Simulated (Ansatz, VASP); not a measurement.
Two plane-wave programs on Si2W

INCAR

```
SYSTEM = Si2W
  ALGO = Normal
  EDIFF = 1E-6
  ENCUT = 520
  GGA = PS
  ISIF = 2
  ISMEAR = 0
  LASPH = .True.
  LCHARG = .False.
  LREAL = .False.
  LWAVE = .False.
  NBANDS = 43
  NELM = 100
  PREC = Accurate
  SIGMA = 0.15
```

File KPOINTS:

```
k-points
0
Gamma
  12 12 6
  0 0 0
```

File POSCAR:

```
Si2W
1.0
    4.8048909318      0.0000000000      0.0000000000
   -2.4024454659      3.9630072470      0.0000000000
    0.0000000000      0.0000000000      6.6033074698
Si W
6 3
Direct
    0.8361793875      0.6723587749      0.5000000000
    0.1638206125      0.8361793875      0.8333333333
    0.6723587749      0.8361793875      0.1666666667
    0.1638206125      0.3276412251      0.5000000000
    0.8361793875      0.1638206125      0.8333333333
    0.3276412251      0.1638206125      0.1666666667
    0.0000000000      0.5000000000      0.1666666667
    0.5000000000      0.5000000000      0.8333333333
    0.5000000000      0.0000000000      0.5000000000
```

Input for Ansatz:

```yaml
crystal:
  lattice:
    - [4.8048909318, 0.0, 0.0]
    - [-2.4024454659, 3.963007247, 0.0]
    - [0.0, 0.0, 6.6033074698]
  atoms:
    - { symbol: Si, position: [0.8361793875, 0.6723587749, 0.5] }
    - { symbol: Si, position: [0.1638206125, 0.8361793875, 0.8333333333] }
    - { symbol: Si, position: [0.6723587749, 0.8361793875, 0.1666666667] }
    - { symbol: Si, position: [0.1638206125, 0.3276412251, 0.5] }
    - { symbol: Si, position: [0.8361793875, 0.1638206125, 0.8333333333] }
    - { symbol: Si, position: [0.3276412251, 0.1638206125, 0.1666666667] }
    - { symbol: W, position: [0.0, 0.5, 0.1666666667] }
    - { symbol: W, position: [0.5, 0.5, 0.8333333333] }
    - { symbol: W, position: [0.5, 0.0, 0.5] }
basis:
  ecutwfc: 420
kpoints:
  mp_grid: { grid: [12, 12, 6] }
hamiltonian:
  xc: pbesol
scf:
  occupations: { method: gaussian, width: 0.15 }
output:
  forces: true
  stress: true
  eigenvalues: true
```

Change from the starting cell: strain +0.0500 x Voigt [1, 0, 0, 0, 0, 0], atoms carried along.

Alike in both runs: task single point; functional PBEsol; k mesh 12 × 12 × 6; occupations gaussian, width 0.15 eV; no spin polarisation.

```csv
,VASP,Ansatz
version,VASP 6.6.1,Ansatz 0.2.0
potentials or method,"VASP PAW PBE potentials, release 64 (Si, W_sv), cutoff 520 eV","scalar-relativistic, plane waves, PAW"
valence electrons in the cell,66,66
```

Ansatz gave:

```
gap on the k mesh at the Fermi level (eV)                     : none
pressure (GPa)                                                : -9.4
traceless stress, the component that is largest in VASP (GPa) : -8.77
rms of the force components (eV/Å)                            : 0.037
```

Problem. Estimate VASP's values.

Solution. gap on the k mesh at the Fermi level (eV): none; pressure (GPa): -9.2; traceless stress, the component that is largest in VASP (GPa): -8.83; rms of the force components (eV/Å): 0.037.

VASP's potentials were made for PBE, not for PBEsol. Atom by atom the forces differ by 0.002 eV/Å (rms over components). A gap of «none» marks a metal or a gap that the smearing closes.

Neither program's run includes spin-orbit coupling.
